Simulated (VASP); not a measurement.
# Pd3PbC (Pm-3m) in VASP: a series of runs

Pd3PbC is run at these levels: LDA; tasks: single point.

Program: VASP 6.6.1. These are calculated values, not measurements. Logs are shortened: lines on timing, memory, paths and dates and some standing lists are left out, and cuts for length are marked.

## 1. The cell of the first run

Symmetry: Pm-3m, No. 221, cubic system. The conventional cell has a = 4.299 Å, b = 4.299 Å, c = 4.299 Å, α = 90.00°, β = 90.00°, γ = 90.00°. Within 2.8 Å of Pd (site symmetry 4/mmm) lie 2 C at 2.15 Å. Pb (site symmetry m-3m) has 12 Pd at 3.04 Å and 8 C at 3.72 Å within 4.0 Å. C (site symmetry m-3m) has 6 Pd at 2.15 Å within 2.8 Å.

## 2. Single point, LDA

File INCAR:

```
ALGO = Normal
EDIFF = 1E-6
ENCUT = 520
GGA = CA
ISIF = 2
ISMEAR = -1
LASPH = T
LCHARG = F
LREAL = F
LWAVE = F
NBANDS = 32
NELM = 80
PREC = Accurate
SIGMA = 0.02
```

File KPOINTS:

```
k-points
0
Gamma
  7 7 7
```

File POSCAR:

```
Pd3PbC
1.0
    4.2989450000      0.0000000000      0.0000000000
    0.0000000000      4.2989450000      0.0000000000
    0.0000000000      0.0000000000      4.2989450000
Pd Pb C
3 1 1
Direct
    0.0000000000      0.5000000000      0.5000000000
    0.5000000000      0.5000000000      0.0000000000
    0.5000000000      0.0000000000      0.5000000000
    0.0000000000      0.0000000000      0.0000000000
    0.5000000000      0.5000000000      0.5000000000
```

Potentials or basis: VASP PAW LDA potentials, release 64 (Pd, Pb_d, C).

Run with:

```console
cat potpaw_LDA.64/Pd/POTCAR potpaw_LDA.64/Pb_d/POTCAR potpaw_LDA.64/C/POTCAR > POTCAR
mpirun -np 1 vasp_std > vasp.out
```

OUTCAR:

```text
EDIFF = 1E-6
   ENCUT = 520
   GGA = CA
   ISIF = 2
   ISMEAR = -1
   LASPH = T
   LREAL = F
   NELM = 80
   PREC = Accurate

 ion  position               nearest neighbor table
   1  0.000  0.500  0.500-   5 2.15   5 2.15   4 3.04   2 3.04   2 3.04   4 3.04   3 3.04   4 3.04
                             4 3.04   2 3.04   3 3.04   3 3.04   2 3.04   3 3.04
   2  0.500  0.500  0.000-   5 2.15   5 2.15   4 3.04   1 3.04   1 3.04   3 3.04   3 3.04   3 3.04
                             4 3.04   3 3.04   1 3.04   4 3.04   1 3.04   4 3.04
   3  0.500  0.000  0.500-   5 2.15   5 2.15   4 3.04   1 3.04   2 3.04   4 3.04   1 3.04   2 3.04
                             2 3.04   2 3.04   1 3.04   4 3.04   4 3.04   1 3.04
   4  0.000  0.000  0.000-   1 3.04   2 3.04   3 3.04   1 3.04   3 3.04   1 3.04   2 3.04   1 3.04
                             2 3.04   3 3.04   3 3.04   2 3.04
   5  0.500  0.500  0.500-   1 2.15   2 2.15   3 2.15   2 2.15   3 2.15   1 2.15

  LATTYP: Found a simple cubic cell.
 ALAT       =     4.2989450000

  Lattice vectors:

 A1 = (   4.2989450000,   0.0000000000,   0.0000000000)
 A2 = (   0.0000000000,   4.2989450000,   0.0000000000)
 A3 = (   0.0000000000,   0.0000000000,   4.2989450000)

Analysis of symmetry for initial positions (statically):
=====================================================================
 Subroutine PRICEL returns:
 Original cell was already a primitive cell.

 Routine SETGRP: Setting up the symmetry group for a
 simple cubic supercell.

 Subroutine GETGRP returns: Found 48 space group operations
 (whereof 48 operations were pure point group operations)
 out of a pool of 48 trial point group operations.

The static configuration has the point symmetry O_h .

Analysis of symmetry for dynamics (positions and initial velocities):
=====================================================================
 Subroutine PRICEL returns:
 Original cell was already a primitive cell.

 Routine SETGRP: Setting up the symmetry group for a
 simple cubic supercell.

 Subroutine GETGRP returns: Found 48 space group operations
 (whereof 48 operations were pure point group operations)
 out of a pool of 48 trial point group operations.

The dynamic configuration has the point symmetry O_h .

 Subroutine INISYM returns: Found 48 space group operations
 (whereof 48 operations are pure point group operations),
 and found     1 'primitive' translations

----------------------------------------------------------------------------------------

[... 95 lines left out ...]
   EDIFFG = 0.1E-04   stopping-criterion for IOM
   NSW    =      0    number of steps for IOM
   IBRION =     -1    ionic relax: 0-MD 1-quasi-New 2-CG
   NFREE  =      0    steps in history (QN), initial steepest desc. (CG)
   ISIF   =      2    stress and relaxation
   ISYM   =      2    0-nonsym 1-usesym 2-fastsym
   POTIM  = 0.5000    time-step for ionic-motion
   TEBEG  =    0.0;   TEEND  =   0.0 temperature during run
   PSTRESS=    0.0 pullay stress
   NELECT =      48.0000    total number of electrons
   NUPDOWN=      -1.0000    fix difference up-down
   EMIN   =  10.00;   EMAX   =-10.00  energy-range for DOS
   EFERMI =   0.00;   METHOD = LEGACY
   ISMEAR =    -1;   SIGMA  =   0.02  broadening in eV -4-tet -1-fermi 0-gaus
   EFERMI_NEDOS =   21; number of points for ismear=-14 and -15
   IALGO  =     38    algorithm
   IMIX   =      4    mixing-type and parameters
     AMIX     =   0.40;   BMIX     =  1.00
     AMIX_MAG =   1.60;   BMIX_MAG =  1.00
  volume/ion in A,a.u.               =      15.89       107.23
  Fermi-wavevector in a.u.,A,eV,Ry     =   1.383970  2.615324 26.060233  1.915373
  Thomas-Fermi vector in A             =   2.508518
   LORBIT       =      0    0 simple, 1 ext, 2 COOP (PROOUT), +10 PAW based schemes
   GGA     = CA    functional components
   LHFCALC =     F    Hartree Fock is set to
   AEXX    =    0.0000 exact exchange contribution
   IVDW    =     0    specifies the selected vdW correction
   LEPSILON=     F    determine dielectric tensor
   LRPA    =     F    only Hartree local field effects (RPA)
 non-spin polarized calculation
  energy-cutoff  :      520.00
  volume of cell :       79.45
 maximum number of plane-waves:      2170
 NGX is ok and might be reduce to    32
   NGX = 15   NGY = 15   NGZ = 15

 number of electron      47.9999990 magnetization

 Free energy of the ion-electron system (eV)
  ---------------------------------------------------
  ext. energy  EPLUGINS =         0.00000000
  ---------------------------------------------------
  free energy    TOTEN  =       -32.79765283 eV

  energy without entropy =      -32.79302129  energy(sigma->0) =      -32.79533706

 E-fermi :   8.7676     XC(G=0): -12.5027

 val. band max:        8.7372930457   @ k =   0.2857   0.1429   0.0000
 cond. band min:       8.7953028524   @ k =   0.4286   0.1429   0.1429
 fundamental gap:      0.0580098068
 Fermi energy:         8.7675666125

 k-point     1 :       0.0000    0.0000    0.0000
  band No.  band energies     occupation
      1      -7.7146      2.00000
      2      -7.7146      2.00000
      3      -7.6935      2.00000
      4      -7.6935      2.00000
      5      -7.6935      2.00000
      6      -3.6851      2.00000
[... 689 lines left out ...]
     31      16.9685      0.00000
     32      18.3365      0.00000

------------------------ aborting loop because EDIFF is reached ----------------------------------------

  FORCE on cell =-STRESS in cart. coord.  units (eV):
  Direction    XX          YY          ZZ          XY          YZ          ZX
  --------------------------------------------------------------------------------------
  -------------------------------------------------------------------------------------
  Total       -5.7206286     -5.7206286     -5.7206286      0.0000000      0.0000000      0.0000000
  in kB     -115.3635650   -115.3635650   -115.3635650      0.0000000      0.0000000      0.0000000
  external PRESSURE =    -115.3635650 kB  Pullay stress =       0.0000000 kB

 VOLUME and BASIS-vectors are now :
 -----------------------------------------------------------------------------
  energy-cutoff  :      520.00
  volume of cell :       79.45
      direct lattice vectors                 reciprocal lattice vectors
     4.298945000  0.000000000  0.000000000     0.232615211  0.000000000  0.000000000
     0.000000000  4.298945000  0.000000000     0.000000000  0.232615211  0.000000000
     0.000000000  0.000000000  4.298945000     0.000000000  0.000000000  0.232615211

 POSITION                                       TOTAL-FORCE (eV/Angst)
 -----------------------------------------------------------------------------------
      0.00000      2.14947      2.14947         0.000000      0.000000      0.000000
      2.14947      2.14947      0.00000         0.000000      0.000000      0.000000
      2.14947      0.00000      2.14947         0.000000      0.000000      0.000000
      0.00000      0.00000      0.00000         0.000000      0.000000      0.000000
      2.14947      2.14947      2.14947         0.000000      0.000000      0.000000
 -----------------------------------------------------------------------------------
    total drift:                                0.000000     -0.000000     -0.000000

  FREE ENERGIE OF THE ION-ELECTRON SYSTEM (eV)
  ---------------------------------------------------
  free  energy   TOTEN  =       -32.7976528265 eV

  energy  without entropy=      -32.7930212939  energy(sigma->0) =      -32.79533706
```

OSZICAR:

```text
N       E                     dE             d eps       ncg     rms          rms(c)
DAV:   1     0.434493244647E+03    0.43449E+03   -0.22909E+04  1280   0.165E+03
DAV:   2    -0.164223693502E+01   -0.43614E+03   -0.40806E+03  1360   0.423E+02
DAV:   3    -0.335408037915E+02   -0.31899E+02   -0.30369E+02  1560   0.121E+02
DAV:   4    -0.346904839625E+02   -0.11497E+01   -0.11411E+01  1448   0.218E+01
DAV:   5    -0.347374584313E+02   -0.46974E-01   -0.46970E-01  1808   0.482E+00    0.170E+01
DAV:   6    -0.331488955277E+02    0.15886E+01   -0.65107E+00  1648   0.200E+01    0.719E+00
DAV:   7    -0.328426362395E+02    0.30626E+00   -0.11821E+00  1432   0.865E+00    0.538E+00
DAV:   8    -0.328107780571E+02    0.31858E-01   -0.29370E-01  1536   0.294E+00    0.749E-01
DAV:   9    -0.327981584463E+02    0.12620E-01   -0.16815E-02  1512   0.933E-01    0.265E-01
DAV:  10    -0.327977273013E+02    0.43115E-03   -0.76280E-03  1488   0.550E-01    0.155E-01
DAV:  11    -0.327976631072E+02    0.64194E-04   -0.40630E-04  1792   0.191E-01    0.439E-02
DAV:  12    -0.327976551956E+02    0.79116E-05   -0.46252E-05  1784   0.755E-02    0.253E-02
DAV:  13    -0.327976528199E+02    0.23757E-05   -0.49590E-06  1504   0.233E-02    0.188E-03
DAV:  14    -0.327976528265E+02   -0.65620E-08   -0.45368E-07   880   0.489E-03
   1 F= -.32797653E+02 E0= -.32795337E+02  d E =-.463153E-02
```

Run time: 27 s. Hardware: 1 thread of AMD EPYC 7R13 (Zen 3), shared host; peak memory 0.15 GiB.

What came out:

| Item | Value |
| --- | --- |
| Free energy | -32.7977 eV |
| Pressure | -11.5 GPa |
| Band gap on the k mesh | zero (bands 24 and 25 overlap by 0.59 eV) |

Levels at points of the mesh, in eV from the Fermi level:
```
           k point  band 21  band 22  band 23  band 24  band 25  band 26  band 27  band 28
(0.00, 0.00, 0.00)    -1.04    -1.04    -1.04    -1.02     0.26     1.63     1.63     1.63
```

Caveat: the cell stands under tension; spin-orbit coupling is left out, which moves the levels of the heavy elements.

## 3. Single point, LDA

File INCAR:

```
PREC     = Accurate       # precision mode
ENCUT    = 520            # plane-wave cutoff, eV
EDIFF    = 1E-7           # SCF threshold, eV
ISMEAR   = -1             # smearing method
SIGMA    = 0.02           # smearing width, eV
LREAL    = F              # projectors in reciprocal space
LASPH    = T              # aspherical terms in the spheres
NELM     = 80             # most SCF steps
ALGO     = Normal         # electronic algorithm
ISIF     = 2              # what is computed and relaxed
LWAVE    = F              # write WAVECAR
LCHARG   = F              # write CHGCAR
NBANDS   = 32             # bands
```

File KPOINTS:

```
Automatic mesh
0
Gamma
  7 7 7
```

POSCAR is that of step 2.

Potentials or basis: VASP PAW LDA potentials, release 64 (Pd, Pb_d, C).

Run with:

```console
cat potpaw_LDA.64/Pd/POTCAR potpaw_LDA.64/Pb_d/POTCAR potpaw_LDA.64/C/POTCAR > POTCAR
mpirun -np 1 vasp_std > vasp.out
```

It took 27 s on 1 thread of AMD EPYC 7R13 (Zen 3), shared host; peak memory 0.15 GiB.

Results (log left out):

| Property | Result |
| --- | --- |
| Free energy | -32.7977 eV |
| Pressure | -11.5 GPa |
| Band gap on the k mesh | zero (bands 24 and 25 overlap by 0.59 eV) |

Levels at points of the mesh, in eV from the Fermi level:
| k point | band 20 | band 21 | band 22 | band 23 | band 24 | band 25 | band 26 | band 27 | band 28 | band 29 |
| --- | --- | --- | --- | --- | --- | --- | --- | --- | --- | --- |
| (0.00, 0.00, 0.00) | -2.13 | -1.04 | -1.04 | -1.04 | -1.02 | 0.26 | 1.63 | 1.63 | 1.63 | 5.34 |

Caveat: the cell stands under tension; spin-orbit coupling is left out, which moves the levels of the heavy elements.
